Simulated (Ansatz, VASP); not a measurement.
# Two plane-wave programs on WS2

```
W S
1.0
     3.14728    0.00000    0.00000
    -1.57364    2.72562    0.00000
     0.00000    0.00000   18.29298
W S
3 6
Direct
  0.66667 0.33333 0.33267
  0.33333 0.66667 0.66600
  0.00000 0.00000 0.99934
  0.33333 0.66667 0.24713
  0.66667 0.33333 0.08483
  0.00000 0.00000 0.58047
  0.33333 0.66667 0.41816
  0.66667 0.33333 0.91380
  0.00000 0.00000 0.75149
```

Change from the starting cell: strain along c alone, the other axes held, atoms relaxed: -4.5 %.

Alike in both runs: functional PBEsol; k mesh 12 × 12 × 2; occupations gaussian, width 0.02 eV; no spin polarisation.

Ansatz relaxed the structure, and its values are those at the end. VASP's run is a single point on that final structure, the one shown.

|  | VASP | Ansatz |
| --- | --- | --- |
| version | VASP 6.6.1 | Ansatz 0.2.0 |
| potentials or method | VASP PAW PBE potentials, release 64 (W_sv, S), cutoff 520 eV | scalar-relativistic, plane waves, PAW |
| valence electrons in the cell | 78 | 78 |

```csv
,VASP,Ansatz,Ansatz less VASP
gap on the k mesh at the Fermi level (eV),0.95,0.93,-0.018
least direct gap on the mesh (eV),1.93,1.92,-0.005
pressure (GPa),0.8,0.7,-0.12
rms of the force components (eV/Å),0.011,0.001,-0.0098
```

VASP's potentials were made for PBE, not for PBEsol. Ansatz's warnings: stress scf threshold loose.

Spin-orbit coupling is off throughout.
